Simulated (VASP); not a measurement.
# Hf in VASP: notebook

Runs on Hf. Level: PBE. Tasks: electric field gradients.

Everything below comes from runs of VASP 6.6.1. Logs are shortened: lines on timing, memory, paths and dates and some standing lists are left out, and cuts for length are marked.

## Step 1: The cell of the first run

Symmetry: Fm-3m, No. 225, cubic system. Conventional cell: a = 4.440 Å, b = 4.440 Å, c = 4.440 Å, α = 90.00°, β = 90.00°, γ = 90.00°. Hf (site symmetry m-3m) has 12 Hf at 3.14 Å within 4.1 Å.

## Step 2: Electric field gradients, PBE

INCAR

```
ALGO = Normal
EDIFF = 1E-8
ENCUT = 520
GGA = PE
ISIF = 2
ISMEAR = -1
LASPH = T
LCHARG = F
LEFG = T
LREAL = F
LWAVE = F
NBANDS = 11
NELM = 80
PREC = Accurate
SIGMA = 0.03
```

KPOINTS

```
k-points
0
Gamma
  12 12 12
```

POSCAR

```
Hf
1.0
    0.0000000000      2.2200000000      2.2200000000
    2.2200000000      0.0000000000      2.2200000000
    2.2200000000      2.2200000000      0.0000000000
Hf
1
Direct
    0.0000000000      0.0000000000      0.0000000000
```

Potentials or basis: VASP PAW PBE potentials, release 64 (Hf_pv).

Launch:

```console
> cat potpaw_PBE.64/Hf_pv/POTCAR > POTCAR
> mpirun -np 1 vasp_std > vasp.out
```

OUTCAR:

```text
EDIFF = 1E-8
   ENCUT = 520
   GGA = PE
   ISIF = 2
   ISMEAR = -1
   LASPH = T
   LREAL = F
   NELM = 80
   PREC = Accurate

 ion  position               nearest neighbor table
   1  0.000  0.000  0.000-

  LATTYP: Found a face centered cubic cell.
 ALAT       =     4.4400000000

  Lattice vectors:

 A1 = (   0.0000000000,   2.2200000000,   2.2200000000)
 A2 = (   2.2200000000,   0.0000000000,   2.2200000000)
 A3 = (   2.2200000000,   2.2200000000,   0.0000000000)

Analysis of symmetry for initial positions (statically):
=====================================================================
 Subroutine PRICEL returns:
 Original cell was already a primitive cell.

 Routine SETGRP: Setting up the symmetry group for a
 face centered cubic supercell.

 Subroutine GETGRP returns: Found 48 space group operations
 (whereof 48 operations were pure point group operations)
 out of a pool of 48 trial point group operations.

The static configuration has the point symmetry O_h .

Analysis of symmetry for dynamics (positions and initial velocities):
=====================================================================
 Subroutine PRICEL returns:
 Original cell was already a primitive cell.

 Routine SETGRP: Setting up the symmetry group for a
 face centered cubic supercell.

 Subroutine GETGRP returns: Found 48 space group operations
 (whereof 48 operations were pure point group operations)
 out of a pool of 48 trial point group operations.

The dynamic configuration has the point symmetry O_h .

 Subroutine INISYM returns: Found 48 space group operations
 (whereof 48 operations are pure point group operations),
 and found     1 'primitive' translations

----------------------------------------------------------------------------------------

                                     Primitive cell

  volume of cell :      21.8821

  direct lattice vectors                    reciprocal lattice vectors
     0.000000000  2.220000000  2.220000000    -0.225225225  0.225225225  0.225225225
     2.220000000  0.000000000  2.220000000     0.225225225 -0.225225225  0.225225225
     2.220000000  2.220000000  0.000000000     0.225225225  0.225225225 -0.225225225

  length of vectors
     3.139554108  3.139554108  3.139554108     0.390101533  0.390101533  0.390101533

  position of ions in fractional coordinates (direct lattice)
     0.000000000  0.000000000  0.000000000

  ion indices of the primitive-cell ions
   primitive index   ion index
                 1           1

----------------------------------------------------------------------------------------

 KPOINTS: k-points

Automatic generation of k-mesh.
 Grid dimensions read from file:
 generate k-points for:   12   12   12

 Generating k-lattice:

  Cartesian coordinates                     Fractional coordinates (reciprocal lattice)
    -0.018768769  0.018768769  0.018768769     0.083333333  0.000000000  0.000000000
     0.018768769 -0.018768769  0.018768769     0.000000000  0.083333333  0.000000000
     0.018768769  0.018768769 -0.018768769     0.000000000  0.000000000  0.083333333

  Length of vectors
     0.032508461  0.032508461  0.032508461

  Shift w.r.t. Gamma in fractional coordinates (k-lattice)
     0.000000000  0.000000000  0.000000000

 Subroutine IBZKPT returns following result:
 ===========================================

 Found     72 irreducible k-points:

 Following reciprocal coordinates:
            Coordinates               Weight
  0.000000  0.000000  0.000000      1.000000
  0.083333  0.000000  0.000000      8.000000
  0.166667  0.000000  0.000000      8.000000
  0.250000  0.000000  0.000000      8.000000
  0.333333  0.000000  0.000000      8.000000
  0.416667  0.000000  0.000000      8.000000
[... 16 lines left out ...]
  0.500000  0.166667  0.000000     24.000000
 -0.416667  0.166667  0.000000     24.000000
 [... further k-points ...]
   k-points           NKPTS =     72   k-points in BZ     NKDIM =     72   number of bands    NBANDS=     11
   number of dos      NEDOS =    301   number of ions     NIONS =      1
   total plane-waves  NPLWV =  13824
   dimension x,y,z NGX =    24 NGY =   24 NGZ =   24
   dimension x,y,z NGXF=    48 NGYF=   48 NGZF=   48
   ions per type =               1
   NGX,Y,Z   is equivalent  to a cutoff of  12.71, 12.71, 12.71 a.u.
   NGXF,Y,Z  is equivalent  to a cutoff of  25.42, 25.42, 25.42 a.u.
 SYSTEM =  unknown system
   PREC   = accura    normal or accurate (medium, high low for compatibility)
   ISTART =      0    job   : 0-new  1-cont  2-samecut
   ICHARG =      2    charge: 1-file 2-atom 10-const
   ISPIN  =      1    spin polarized calculation?
   LNONCOLLINEAR =      F non collinear calculations
   LSORBIT =      F    spin-orbit coupling
   LASPH  =      T    aspherical Exc in radial PAW
   ENCUT  =  520.0 eV  38.22 Ry    6.18 a.u.   5.84  5.84  5.84*2*pi/ulx,y,z
   NELM   =     80;   NELMIN=  2; NELMDL= -5     # of ELM steps
   EDIFF  = 0.1E-07   stopping-criterion for ELM
   LREAL  =      F    real-space projection
   EDIFFG = 0.1E-06   stopping-criterion for IOM
   NSW    =      0    number of steps for IOM
   IBRION =     -1    ionic relax: 0-MD 1-quasi-New 2-CG
   NFREE  =      0    steps in history (QN), initial steepest desc. (CG)
   ISIF   =      2    stress and relaxation
   ISYM   =      2    0-nonsym 1-usesym 2-fastsym
   POTIM  = 0.5000    time-step for ionic-motion
   TEBEG  =    0.0;   TEEND  =   0.0 temperature during run
   PSTRESS=    0.0 pullay stress
   NELECT =      10.0000    total number of electrons
   NUPDOWN=      -1.0000    fix difference up-down
   EMIN   =  10.00;   EMAX   =-10.00  energy-range for DOS
   EFERMI =   0.00;   METHOD = LEGACY
   ISMEAR =    -1;   SIGMA  =   0.03  broadening in eV -4-tet -1-fermi 0-gaus
   EFERMI_NEDOS =   21; number of points for ismear=-14 and -15
   IALGO  =     38    algorithm
   IMIX   =      4    mixing-type and parameters
     AMIX     =   0.40;   BMIX     =  1.00
     AMIX_MAG =   1.60;   BMIX_MAG =  1.00
  volume/ion in A,a.u.               =      21.88       147.67
  Fermi-wavevector in a.u.,A,eV,Ry     =   1.260991  2.382927 21.634588  1.590097
  Thomas-Fermi vector in A             =   2.394472
   LORBIT       =      0    0 simple, 1 ext, 2 COOP (PROOUT), +10 PAW based schemes
   GGA     = PE    functional components
   LHFCALC =     F    Hartree Fock is set to
   AEXX    =    0.0000 exact exchange contribution
   IVDW    =     0    specifies the selected vdW correction
   LEPSILON=     F    determine dielectric tensor
   LRPA    =     F    only Hartree local field effects (RPA)
 non-spin polarized calculation
  energy-cutoff  :      520.00
  volume of cell :       21.88
 maximum number of plane-waves:       609
   NGX = 11   NGY = 11   NGZ = 11

 number of electron      10.0000000 magnetization

 Free energy of the ion-electron system (eV)
  ---------------------------------------------------
  ext. energy  EPLUGINS =         0.00000000
  ---------------------------------------------------
  free energy    TOTEN  =        -9.84956997 eV

  energy without entropy =       -9.84454131  energy(sigma->0) =       -9.84705564

 E-fermi :   4.9087     XC(G=0): -11.3870

 val. band max:        4.8968640614   @ k =  -0.3333   0.2500   0.0000
 cond. band min:       4.9410973842   @ k =  -0.3333   0.4167   0.1667
 fundamental gap:      0.0442333228
 Fermi energy:         4.9087248977

 k-point     1 :       0.0000    0.0000    0.0000
  band No.  band energies     occupation
      1     -25.0393      2.00000
      2     -25.0393      2.00000
      3     -25.0393      2.00000
      4      -2.3906      2.00000
      5       6.3068      0.00000
      6       6.3068      0.00000
      7       6.3068      0.00000
      8       9.1785      0.00000
      9       9.1785      0.00000
     10      16.2798      0.00000
     11      18.0381      0.00000

 k-point     2 :       0.0833    0.0000    0.0000
  band No.  band energies     occupation
      1     -25.1019      2.00000
      2     -25.0472      2.00000
      3     -25.0472      2.00000
      4      -2.1425      2.00000
      5       6.0570      0.00000
      6       6.4238      0.00000
      7       6.4238      0.00000
      8       9.0508      0.00000
      9       9.0508      0.00000
     10      16.8268      0.00000
     11      18.0371      0.00000

 k-point     3 :       0.1667    0.0000    0.0000
  band No.  band energies     occupation
      1     -25.2698      2.00000
      2     -25.0687      2.00000
      3     -25.0687      2.00000
      4      -1.4479      2.00000
      5       5.5033      0.00000
      6       6.6566      0.00000
      7       6.6566      0.00000
      8       8.8813      0.00000
      9       8.8813      0.00000
     10      17.5085      0.00000
     11      18.0391      0.00000

 k-point     4 :       0.2500    0.0000    0.0000
  band No.  band energies     occupation
      1     -25.4918      2.00000
      2     -25.0978      2.00000
      3     -25.0978      2.00000
      4      -0.4697      2.00000
      5       5.0087      0.06897
      6       6.6696      0.00000
      7       6.6696      0.00000
      8       9.1654      0.00000
      9       9.1654      0.00000
     10      16.3574      0.00000
     11      18.0389      0.00000

 k-point     5 :       0.3333    0.0000    0.0000
  band No.  band energies     occupation
      1     -25.7062      2.00000
      2     -25.1267      2.00000
      3     -25.1267      2.00000
      4       0.4789      2.00000
      5       4.8945      1.23254
      6       6.4173      0.00000
      7       6.4173      0.00000
      8       9.9946      0.00000
      9       9.9946      0.00000
     10      15.3723      0.00000
     11      18.0263      0.00000
[... 211 lines left out ...]
 k-point    21 :       0.3333    0.1667    0.0000
  band No.  band energies     occupation
      1     -25.5828      2.00000
      2     -25.1914      2.00000
      3     -25.1874      2.00000
      4       0.5827      2.00000
      5       4.2742      2.00000
      6       5.9234      0.00000
      7       7.4090      0.00000
      8       8.9570      0.00000
      9      10.5314      0.00000
     10      17.3970      0.00000
     11      18.0520      0.00000

 k-point    22 :       0.4167    0.1667    0.0000
  band No.  band energies     occupation
      1     -25.7357      2.00000
      2     -25.2414      2.00000
      3     -25.2055      2.00000
      4       1.4590      2.00000
      5       4.2522      2.00000
      6       5.5046      0.00000
      7       7.1690      0.00000
      8      10.2935      0.00000
      9      11.2553      0.00000
     10      15.6435      0.00000
     11      18.0431      0.00000

 k-point    23 :       0.5000    0.1667    0.0000
  band No.  band energies     occupation
      1     -25.8256      2.00000
      2     -25.2880      2.00000
      3     -25.2056      2.00000
      4       1.9436      2.00000
      5       4.3680      2.00000
      6       5.5621      0.00000
      7       6.9262      0.00000
      8      11.4477      0.00000
      9      11.6083      0.00000
     10      14.0887      0.00000
     11      18.0083      0.00000

 k-point    24 :      -0.4167    0.1667    0.0000
  band No.  band energies     occupation
      1     -25.8330      2.00000
      2     -25.3169      2.00000
      3     -25.1875      2.00000
      4       2.0453      2.00000
      5       4.4869      2.00000
      6       5.5855      0.00000
      7       6.8177      0.00000
      8      10.7696      0.00000
      9      12.1832      0.00000
     10      14.1283      0.00000
     11      18.0346      0.00000

 [... further k-points ...]
[... 5 lines left out ...]
  --------------------------------------------------------------------------------------
  -------------------------------------------------------------------------------------
  Total        0.3599744      0.3599744      0.3599744      0.0000000     -0.0000000      0.0000000
  in kB       26.3568382     26.3568382     26.3568382      0.0000000     -0.0000000      0.0000000
  external PRESSURE =      26.3568382 kB  Pullay stress =       0.0000000 kB

 VOLUME and BASIS-vectors are now :
 -----------------------------------------------------------------------------
  energy-cutoff  :      520.00
  volume of cell :       21.88
      direct lattice vectors                 reciprocal lattice vectors
     0.000000000  2.220000000  2.220000000    -0.225225225  0.225225225  0.225225225
     2.220000000  0.000000000  2.220000000     0.225225225 -0.225225225  0.225225225
     2.220000000  2.220000000  0.000000000     0.225225225  0.225225225 -0.225225225

 POSITION                                       TOTAL-FORCE (eV/Angst)
 -----------------------------------------------------------------------------------
      0.00000      0.00000      0.00000        -0.000000      0.000000      0.000000
 -----------------------------------------------------------------------------------
    total drift:                               -0.000000      0.000000     -0.000000

  FREE ENERGIE OF THE ION-ELECTRON SYSTEM (eV)
  ---------------------------------------------------
  free  energy   TOTEN  =        -9.8495699715 eV

  energy  without entropy=       -9.8445413097  energy(sigma->0) =       -9.84705564

 Electric field gradients (V/A^2)
---------------------------------------------------------------------
 ion       V_xx      V_yy      V_zz      V_xy      V_xz      V_yz
---------------------------------------------------------------------
   1      -0.000     0.000     0.000    -0.000    -0.000    -0.000
---------------------------------------------------------------------

 Electric field gradients after diagonalization (V/A^2)
 (convention: |V_zz| > |V_xx| > |V_yy|)
----------------------------------------------------------------------
 ion       V_xx      V_yy      V_zz     asymmetry (V_yy - V_xx)/ V_zz
----------------------------------------------------------------------
   1       0.000     0.000    -0.001       0.000
----------------------------------------------------------------------

           NMR quadrupolar parameters

 Cq : quadrupolar parameter    Cq=e*Q*V_zz/h
 eta: asymmetry parameters     (V_yy - V_xx)/ V_zz
 Q  : nuclear electric quadrupole moment in mb (millibarn)
----------------------------------------------------------------------
 ion       Cq(MHz)       eta       Q (mb)
----------------------------------------------------------------------
   1      -0.000       0.000       1.000
----------------------------------------------------------------------
```

It took 17 s on 1 thread of Intel Xeon 8259CL, shared host; peak memory 0.15 GiB.

What came out:

```yaml
Free_energy: -9.8496 eV
Pressure: 2.6 GPa
Band_gap_on_the_k_mesh: zero (band 5 reaches 6.31 eV, above the bottom of band 6 at 4.50 eV)
```

Caveat: without QUAD_EFG the Cq values of the log hold for a quadrupole moment of 1 mb, not for the nuclei; spin-orbit coupling is left out, which moves the levels of the heavy elements.

## Step 3: Electric field gradients, PBE

INCAR

```
ALGO = Normal ; EDIFF = 1E-8
ENCUT = 520 ; GGA = PE
ISIF = 2 ; ISMEAR = -1
LASPH = True ; LCHARG = False
LEFG = True ; LREAL = False
LWAVE = False ; NBANDS = 11
NELM = 80 ; PREC = Accurate
SIGMA = 0.03
```

KPOINTS

```
k-points
0
Gamma
  22 22 22
```

POSCAR is that of step 2.

Potentials or basis: VASP PAW PBE potentials, release 64 (Hf_pv).

Launch:

```console
> cat potpaw_PBE.64/Hf_pv/POTCAR > POTCAR
> mpirun -np 1 vasp_std > vasp.out
```

OUTCAR:

```text
EDIFF = 1E-8
   ENCUT = 520
   GGA = PE
   ISIF = 2
   ISMEAR = -1
   LASPH = True
   LREAL = False
   NELM = 80
   PREC = Accurate

 ion  position               nearest neighbor table
   1  0.000  0.000  0.000-

  LATTYP: Found a face centered cubic cell.
 ALAT       =     4.4400000000

  Lattice vectors:

 A1 = (   0.0000000000,   2.2200000000,   2.2200000000)
 A2 = (   2.2200000000,   0.0000000000,   2.2200000000)
 A3 = (   2.2200000000,   2.2200000000,   0.0000000000)

Analysis of symmetry for initial positions (statically):
=====================================================================
 Subroutine PRICEL returns:
 Original cell was already a primitive cell.

 Routine SETGRP: Setting up the symmetry group for a
 face centered cubic supercell.

[... 515 lines left out ...]
  in kB       27.3503109     27.3503109     27.3503109     -0.0000000     -0.0000000      0.0000000
  external PRESSURE =      27.3503109 kB  Pullay stress =       0.0000000 kB

 VOLUME and BASIS-vectors are now :
 -----------------------------------------------------------------------------
  energy-cutoff  :      520.00
  volume of cell :       21.88
      direct lattice vectors                 reciprocal lattice vectors
     0.000000000  2.220000000  2.220000000    -0.225225225  0.225225225  0.225225225
     2.220000000  0.000000000  2.220000000     0.225225225 -0.225225225  0.225225225
     2.220000000  2.220000000  0.000000000     0.225225225  0.225225225 -0.225225225

 POSITION                                       TOTAL-FORCE (eV/Angst)
 -----------------------------------------------------------------------------------
      0.00000      0.00000      0.00000        -0.000000     -0.000000      0.000000
 -----------------------------------------------------------------------------------
    total drift:                                0.000000     -0.000000     -0.000000

  FREE ENERGIE OF THE ION-ELECTRON SYSTEM (eV)
  ---------------------------------------------------
  free  energy   TOTEN  =        -9.8502823616 eV

  energy  without entropy=       -9.8457786243  energy(sigma->0) =       -9.84803049

 Electric field gradients (V/A^2)
---------------------------------------------------------------------
 ion       V_xx      V_yy      V_zz      V_xy      V_xz      V_yz
---------------------------------------------------------------------
   1       0.000    -0.000     0.000    -0.000    -0.000    -0.000
---------------------------------------------------------------------

 Electric field gradients after diagonalization (V/A^2)
 (convention: |V_zz| > |V_xx| > |V_yy|)
----------------------------------------------------------------------
 ion       V_xx      V_yy      V_zz     asymmetry (V_yy - V_xx)/ V_zz
----------------------------------------------------------------------
   1       0.000     0.000    -0.001       0.000
----------------------------------------------------------------------

           NMR quadrupolar parameters

 Cq : quadrupolar parameter    Cq=e*Q*V_zz/h
 eta: asymmetry parameters     (V_yy - V_xx)/ V_zz
 Q  : nuclear electric quadrupole moment in mb (millibarn)
----------------------------------------------------------------------
 ion       Cq(MHz)       eta       Q (mb)
----------------------------------------------------------------------
   1      -0.000       0.000       1.000
----------------------------------------------------------------------
```

stdout:

```text
POSCAR found type information on POSCAR Hf
 POSCAR found :  1 types and       1 ions
 scaLAPACK will be used
 LDA part: xc-table for (Slater+PW92), standard interpolation
 POSCAR, INCAR and KPOINTS ok, starting setup
 FFT: planning ... GRIDC
 FFT: planning ... GRID_SOFT
 FFT: planning ... GRID
 WAVECAR not read
 entering main loop
ion   1
```

It took 72 s on 1 thread of Intel Xeon 8259CL, shared host; peak memory 0.2 GiB.

What came out:

```yaml
Free_energy: -9.8503 eV
Pressure: 2.7 GPa
Band_gap_on_the_k_mesh: zero (band 5 reaches 6.31 eV, above the bottom of band 6 at 4.26 eV)
```

Levels at points of the mesh, in eV from the Fermi level:
| k point | band 1 | band 2 | band 3 | band 4 | band 5 | band 6 | band 7 | band 8 | band 9 | band 10 |
| --- | --- | --- | --- | --- | --- | --- | --- | --- | --- | --- |
| (0.00, 0.00, 0.00) | -29.93 | -29.93 | -29.93 | -7.28 | 1.42 | 1.42 | 1.42 | 4.29 | 4.29 | 11.40 |
| (0.50, 0.00, 0.00) | -30.80 | -30.04 | -30.04 | -3.69 | 0.66 | 1.19 | 1.19 | 6.47 | 6.47 | 9.67 |
| (0.50, 0.50, 0.00) | -30.74 | -30.24 | -30.24 | -3.34 | -2.20 | 2.65 | 6.49 | 7.11 | 7.11 | 10.10 |

Caveat: without QUAD_EFG the Cq values of the log hold for a quadrupole moment of 1 mb, not for the nuclei; spin-orbit coupling is left out, which moves the levels of the heavy elements.

(Part 1 of 2 ends here.)
